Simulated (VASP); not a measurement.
# NbIn2Se3 (Cm) in VASP: single point with PBE

Aim: the single point of NbIn2Se3 with PBE.

All numbers are computed with VASP 6.6.1; they aren't measurements. Logs are shortened: lines on timing, memory, paths and dates and some standing lists are left out, and cuts for length are marked.

## Step 1: The cell of the first run

It takes space group Cm (No. 8, monoclinic). Conventional cell: a = 10.986 Å, b = 4.809 Å, c = 7.093 Å, α = 90.00°, β = 115.98°, γ = 90.00°. Within 3.2 Å of Nb (site symmetry m) lie 4 Se at 2.45 to 2.53 Å and 2 In at 3.01 to 3.02 Å. In (site symmetry m) has 7 Se at 2.94 to 3.80 Å and 1 Nb at 3.01 Å and 2 In at 3.62 to 3.96 Å within 4.0 Å. In (site symmetry m) has 7 Se at 2.90 to 3.96 Å and 3 Nb at 3.02 to 4.14 Å and 2 In at 3.62 to 3.96 Å within 4.2 Å. Within 3.3 Å of Se (site symmetry m) lie 1 Nb at 2.53 Å and 2 In at 2.91 Å. Within 3.2 Å of Se (site symmetry m) lie 2 Nb at 2.45 Å. Se (site symmetry m) has 1 Nb at 2.53 Å and 3 In at 2.90 to 2.94 Å within 3.3 Å.

The cell was generated, and may not be a known phase.

## Step 2: Single point, PBE

INCAR reads:

```
SYSTEM = NbIn2Se3
PREC = Accurate
ENCUT = 500
EDIFF = 1E-6
ISMEAR = 0
SIGMA = 0.1
LREAL = .False.
LASPH = .True.
NELM = 120
ALGO = Normal
ISIF = 2
LWAVE = .False.
LCHARG = .False.
GGA = PE
NBANDS = 38
GGA_COMPAT = .False.
```

KPOINTS reads:

```
regular mesh
0
Gamma
  4 4 4
  0 0 0
```

POSCAR reads:

```
NbIn2Se3
1.0
    5.4919441401     -2.4043530899      0.1160969869
    5.4919441401      2.4043530899      0.1160969869
   -3.2413723323      0.0000000000      6.3087157593
Nb In Se
1 2 3
Direct
    0.2117582611      0.2117582611      0.8261803353
    0.5062009966      0.5062009966      0.1363918174
    0.3714027705      0.3714027705      0.5706188296
    0.9920565487      0.9920565487      0.4939332832
    0.7570173916      0.7570173916      0.8309876813
    0.1615645914      0.1615645914      0.1418880734
```

Potentials or basis: VASP PAW PBE potentials, release 64 (Nb_sv, In_d, Se).

Run with:

```sh
cat potpaw_PBE.64/Nb_sv/POTCAR potpaw_PBE.64/In_d/POTCAR potpaw_PBE.64/Se/POTCAR > POTCAR
mpirun -np 1 vasp_std > vasp.out
```

OUTCAR:

```text
SYSTEM = NbIn2Se3
   PREC = Accurate
   ENCUT = 500
   EDIFF = 1E-6
   ISMEAR = 0
   LREAL = .False.
   LASPH = .True.
   NELM = 120
   ISIF = 2
   GGA = PE

 ion  position               nearest neighbor table
   1  0.212  0.212  0.826-   5 2.45   5 2.45   4 2.53   6 2.53   2 3.01   3 3.02
   2  0.506  0.506  0.136-   6 2.94   6 2.94   1 3.01   3 3.62   3 3.96
   3  0.371  0.371  0.571-   6 2.90   4 2.91   4 2.91   1 3.02   2 3.62   2 3.96
   4  0.992  0.992  0.494-   1 2.53   3 2.91   3 2.91
   5  0.757  0.757  0.831-   1 2.45   1 2.45
   6  0.162  0.162  0.142-   1 2.53   3 2.90   2 2.94   2 2.94

  LATTYP: Found a base centered monoclinic cell.
 ALAT       =    10.9863422390
 B/A-ratio  =     0.4376985602
 C/A-ratio  =     0.6455924595
 COS(beta)  =    -0.4381004563

  Lattice vectors:

 A1 = (   5.4919441401,  -2.4043530899,   0.1160969869)
 A2 = (   5.4919441401,   2.4043530899,   0.1160969869)
 A3 = (  -3.2413723323,   0.0000000000,   6.3087157593)

Analysis of symmetry for initial positions (statically):
=====================================================================
 Subroutine PRICEL returns:
 Original cell was already a primitive cell.

 Routine SETGRP: Setting up the symmetry group for a
 base centered monoclinic supercell.

 Subroutine GETGRP returns: Found  2 space group operations
 (whereof  2 operations were pure point group operations)
 out of a pool of  4 trial point group operations.

The static configuration has the point symmetry C_1h.

Analysis of symmetry for dynamics (positions and initial velocities):
=====================================================================
 Subroutine PRICEL returns:
 Original cell was already a primitive cell.

 Routine SETGRP: Setting up the symmetry group for a
 base centered monoclinic supercell.

 Subroutine GETGRP returns: Found  2 space group operations
 (whereof  2 operations were pure point group operations)
 out of a pool of  4 trial point group operations.

The dynamic configuration has the point symmetry C_1h.

 Subroutine INISYM returns: Found  2 space group operations
 (whereof  2 operations are pure point group operations),
 and found     1 'primitive' translations

----------------------------------------------------------------------------------------

                                     Primitive cell

  volume of cell :     168.4174

  direct lattice vectors                    reciprocal lattice vectors
     5.491944140 -2.404353090  0.116096987     0.090064224 -0.207956145  0.046274344
     5.491944140  2.404353090  0.116096987     0.090064224  0.207956145  0.046274344
    -3.241372332  0.000000000  6.308715759    -0.003314838  0.000000000  0.156807727

  length of vectors
     5.996319098  5.996319098  7.092699707     0.231297725  0.231297725  0.156842760

  position of ions in fractional coordinates (direct lattice)
     0.211758261  0.211758261  0.826180335
     0.506200997  0.506200997  0.136391817
     0.371402770  0.371402770  0.570618830
     0.992056549  0.992056549  0.493933283
     0.757017392  0.757017392  0.830987681
     0.161564591  0.161564591  0.141888073

  ion indices of the primitive-cell ions
   primitive index   ion index
                 1           1
                 2           2
                 3           3
                 4           4
                 5           5
                 6           6

----------------------------------------------------------------------------------------

 KPOINTS: regular mesh

Automatic generation of k-mesh.
 Grid dimensions read from file:
 generate k-points for:    4    4    4

 Generating k-lattice:

  Cartesian coordinates                     Fractional coordinates (reciprocal lattice)
     0.022516056 -0.051989036  0.011568586     0.250000000 -0.000000000  0.000000000
     0.022516056  0.051989036  0.011568586    -0.000000000  0.250000000  0.000000000
    -0.000828709  0.000000000  0.039201932    -0.000000000 -0.000000000  0.250000000

  Length of vectors
     0.057824431  0.057824431  0.039210690

  Shift w.r.t. Gamma in fractional coordinates (k-lattice)
     0.000000000  0.000000000  0.000000000

 Subroutine IBZKPT returns following result:
 ===========================================

 Found     24 irreducible k-points:

 Following reciprocal coordinates:
            Coordinates               Weight
  0.000000  0.000000  0.000000      1.000000
  0.250000  0.000000  0.000000      4.000000
  0.500000  0.000000  0.000000      2.000000
  0.250000  0.250000  0.000000      2.000000
  0.500000  0.250000  0.000000      4.000000
 -0.250000  0.250000  0.000000      2.000000
[... 16 lines left out ...]
 -0.250000  0.250000  0.500000      2.000000
  0.500000  0.500000  0.500000      1.000000
   k-points           NKPTS =     24   k-points in BZ     NKDIM =     24   number of bands    NBANDS=     38
   number of dos      NEDOS =    301   number of ions     NIONS =      6
   total plane-waves  NPLWV = 124416
   dimension x,y,z NGX =    48 NGY =   48 NGZ =   54
   dimension x,y,z NGXF=    96 NGYF=   96 NGZF=  108
   ions per type =               1   2   3
   NGX,Y,Z   is equivalent  to a cutoff of  13.31, 13.31, 12.66 a.u.
   NGXF,Y,Z  is equivalent  to a cutoff of  26.62, 26.62, 25.31 a.u.
 SYSTEM =  NbIn2Se3
   PREC   = accura    normal or accurate (medium, high low for compatibility)
   ISTART =      0    job   : 0-new  1-cont  2-samecut
   ICHARG =      2    charge: 1-file 2-atom 10-const
   ISPIN  =      1    spin polarized calculation?
   LNONCOLLINEAR =      F non collinear calculations
   LSORBIT =      F    spin-orbit coupling
   LASPH  =      T    aspherical Exc in radial PAW
   ENCUT  =  500.0 eV  36.75 Ry    6.06 a.u.  10.93 10.93 12.93*2*pi/ulx,y,z
   NELM   =    120;   NELMIN=  2; NELMDL= -5     # of ELM steps
   EDIFF  = 0.1E-05   stopping-criterion for ELM
   LREAL  =      F    real-space projection
   EDIFFG = 0.1E-04   stopping-criterion for IOM
   NSW    =      0    number of steps for IOM
   IBRION =     -1    ionic relax: 0-MD 1-quasi-New 2-CG
   NFREE  =      0    steps in history (QN), initial steepest desc. (CG)
   ISIF   =      2    stress and relaxation
   ISYM   =      2    0-nonsym 1-usesym 2-fastsym
   POTIM  = 0.5000    time-step for ionic-motion
   TEBEG  =    0.0;   TEEND  =   0.0 temperature during run
   PSTRESS=    0.0 pullay stress
   NELECT =      57.0000    total number of electrons
   NUPDOWN=      -1.0000    fix difference up-down
   EMIN   =  10.00;   EMAX   =-10.00  energy-range for DOS
   EFERMI =   0.00;   METHOD = LEGACY
   ISMEAR =     0;   SIGMA  =   0.10  broadening in eV -4-tet -1-fermi 0-gaus
   EFERMI_NEDOS =   21; number of points for ismear=-14 and -15
   IALGO  =     38    algorithm
   IMIX   =      4    mixing-type and parameters
     AMIX     =   0.40;   BMIX     =  1.00
     AMIX_MAG =   1.60;   BMIX_MAG =  1.00
  volume/ion in A,a.u.               =      28.07       189.42
  Fermi-wavevector in a.u.,A,eV,Ry     =   1.140873  2.155938 17.709238  1.301592
  Thomas-Fermi vector in A             =   2.277575
   LORBIT       =      0    0 simple, 1 ext, 2 COOP (PROOUT), +10 PAW based schemes
   GGA     = PE    functional components
   LHFCALC =     F    Hartree Fock is set to
   AEXX    =    0.0000 exact exchange contribution
   IVDW    =     0    specifies the selected vdW correction
   LEPSILON=     F    determine dielectric tensor
   LRPA    =     F    only Hartree local field effects (RPA)
 non-spin polarized calculation
 Gauss-broadening in eV      SIGMA  =   0.10
  energy-cutoff  :      500.00
  volume of cell :      168.42
 maximum number of plane-waves:      4306
 NGX is ok and might be reduce to    48
   NGX = 21   NGY = 21   NGZ = 25

 number of electron      57.0000003 magnetization

 Free energy of the ion-electron system (eV)
  ---------------------------------------------------
  ext. energy  EPLUGINS =         0.00000000
  ---------------------------------------------------
  free energy    TOTEN  =       -28.12754166 eV

  energy without entropy =      -28.11352360  energy(sigma->0) =      -28.12053263

 E-fermi :   4.7451     XC(G=0):  -9.2458

 val. band max:        4.7287248154   @ k =   0.2500   0.2500   0.2500
 cond. band min:       4.7738343639   @ k =  -0.2500   0.2500   0.5000
 fundamental gap:      0.0451095485
 Fermi energy:         4.7451498369

 k-point     1 :       0.0000    0.0000    0.0000
  band No.  band energies     occupation
      1     -50.9690      2.00000
      2     -27.1294      2.00000
      3     -27.0651      2.00000
      4     -27.0172      2.00000
      5      -9.8994      2.00000
      6      -9.8721      2.00000
[... 30 lines left out ...]
     37       8.5871      0.00000
     38       8.7781      0.00000

 k-point     2 :       0.2500    0.0000    0.0000
  band No.  band energies     occupation
      1     -50.9691      2.00000
      2     -27.1360      2.00000
      3     -27.0649      2.00000
      4     -27.0168      2.00000
      5      -9.9120      2.00000
      6      -9.8702      2.00000
[... 30 lines left out ...]
     37       9.2196      0.00000
     38       9.4724      0.00000

 k-point     3 :       0.5000    0.0000    0.0000
  band No.  band energies     occupation
      1     -50.9691      2.00000
      2     -27.1425      2.00000
      3     -27.0647      2.00000
      4     -27.0164      2.00000
      5      -9.9172      2.00000
      6      -9.9024      2.00000
[... 30 lines left out ...]
     37       9.6726      0.00000
     38       9.9152      0.00000

 k-point     4 :       0.2500    0.2500    0.0000
  band No.  band energies     occupation
      1     -50.9690      2.00000
      2     -27.1295      2.00000
      3     -27.0652      2.00000
      4     -27.0172      2.00000
      5      -9.9232      2.00000
      6      -9.8517      2.00000
[... 30 lines left out ...]
     37       8.7188      0.00000
     38       9.0847      0.00000
[... 703 lines left out ...]
      4     -27.0168      2.00000
      5      -9.9222      2.00000
      6      -9.8736      2.00000
[... 30 lines left out ...]
     37       9.2924      0.00000
     38       9.4421      0.00000

 k-point    23 :      -0.2500    0.2500    0.5000
  band No.  band energies     occupation
      1     -50.9691      2.00000
      2     -27.1425      2.00000
      3     -27.0647      2.00000
      4     -27.0164      2.00000
      5      -9.9332      2.00000
      6      -9.8961      2.00000
[... 30 lines left out ...]
     37       9.4115      0.00000
     38      10.0808      0.00000

 k-point    24 :       0.5000    0.5000    0.5000
  band No.  band energies     occupation
      1     -50.9690      2.00000
      2     -27.1295      2.00000
      3     -27.0653      2.00000
      4     -27.0172      2.00000
      5      -9.9133      2.00000
      6      -9.8699      2.00000
[... 30 lines left out ...]
     37       9.2557      0.00000
     38       9.4017      0.00000

------------------------ aborting loop because EDIFF is reached ----------------------------------------

  FORCE on cell =-STRESS in cart. coord.  units (eV):
  Direction    XX          YY          ZZ          XY          YZ          ZX
  --------------------------------------------------------------------------------------
  -------------------------------------------------------------------------------------
  Total       -0.0423824     -0.1408556      0.1140531      0.0000000      0.0000000      0.0408762
  in kB       -0.4031896     -1.3399784      1.0850027      0.0000000      0.0000000      0.3888605
  external PRESSURE =      -0.2193884 kB  Pullay stress =       0.0000000 kB

 VOLUME and BASIS-vectors are now :
 -----------------------------------------------------------------------------
  energy-cutoff  :      500.00
  volume of cell :      168.42
      direct lattice vectors                 reciprocal lattice vectors
     5.491944140 -2.404353090  0.116096987     0.090064224 -0.207956145  0.046274344
     5.491944140  2.404353090  0.116096987     0.090064224  0.207956145  0.046274344
    -3.241372332  0.000000000  6.308715759    -0.003314838  0.000000000  0.156807727

 POSITION                                       TOTAL-FORCE (eV/Angst)
 -----------------------------------------------------------------------------------
     -0.35203      0.00000      5.26131         0.010638      0.000000      0.026461
      5.11796      0.00000      0.97799         0.006468      0.000000     -0.020067
      2.22986      0.00000      3.68611        -0.006677      0.000000      0.001832
      9.29562      0.00000      3.34643        -0.022397      0.000000     -0.017684
      5.62145      0.00000      5.41824         0.004760      0.000000     -0.007732
      1.31470      0.00000      0.93265         0.007209      0.000000      0.017189
 -----------------------------------------------------------------------------------
    total drift:                               -0.000206      0.000000      0.000665

  FREE ENERGIE OF THE ION-ELECTRON SYSTEM (eV)
  ---------------------------------------------------
  free  energy   TOTEN  =       -28.1275416648 eV

  energy  without entropy=      -28.1135236022  energy(sigma->0) =      -28.12053263
```

It took 5.3 min on 1 thread of Intel Xeon 8259CL, shared host; peak memory 0.43 GiB.

What came out:

| Quantity | Value |
| --- | --- |
| Free energy | -28.1275 eV |
| Pressure | 0.0 GPa |
| Largest force | 0.029 eV/Å |
| Band gap on the k mesh | zero (an odd number of electrons rules out a gap without spin polarisation) |

Forces in eV/Å, atoms in the order of the input:
```
Nb   0.011  0.000  0.026
In   0.006  0.000 -0.020
In  -0.007  0.000  0.002
Se  -0.022  0.000 -0.018
Se   0.005  0.000 -0.008
Se   0.007  0.000  0.017
```

Levels at points of the mesh, in eV from the Fermi level:
| k point | band 24 | band 25 | band 26 | band 27 | band 28 | band 29 | band 30 | band 31 | band 32 | band 33 |
| --- | --- | --- | --- | --- | --- | --- | --- | --- | --- | --- |
| (0.00, 0.00, 0.00) | -2.95 | -2.87 | -2.83 | -2.46 | -0.80 | -0.38 | 0.70 | 0.83 | 1.15 | 1.88 |
| (0.50, 0.00, 0.00) | -3.08 | -2.72 | -2.55 | -1.87 | -1.53 | 0.42 | 1.07 | 1.25 | 1.64 | 2.40 |
| (0.50, 0.50, 0.00) | -2.70 | -2.48 | -2.03 | -1.36 | -0.96 | 0.19 | 0.26 | 0.64 | 1.29 | 1.48 |
| (0.00, 0.00, 0.50) | -2.86 | -2.82 | -2.32 | -1.52 | -0.74 | -0.43 | -0.36 | 0.80 | 0.84 | 1.84 |
| (0.50, 0.00, 0.50) | -2.91 | -2.75 | -2.32 | -1.69 | -0.63 | -0.16 | 1.14 | 1.29 | 1.86 | 2.08 |
| (0.50, 0.50, 0.50) | -2.71 | -2.51 | -2.29 | -1.39 | -0.77 | 0.07 | 0.69 | 0.90 | 1.17 | 1.67 |

Caveat: the k points lie up to 0.36 Å⁻¹ apart, too coarse for converged energies and pressures of a metal; spin-orbit coupling is left out, which moves the levels of the heavy elements.

The gap in the log of VASP goes by the Fermi energy; the results here count the filled bands.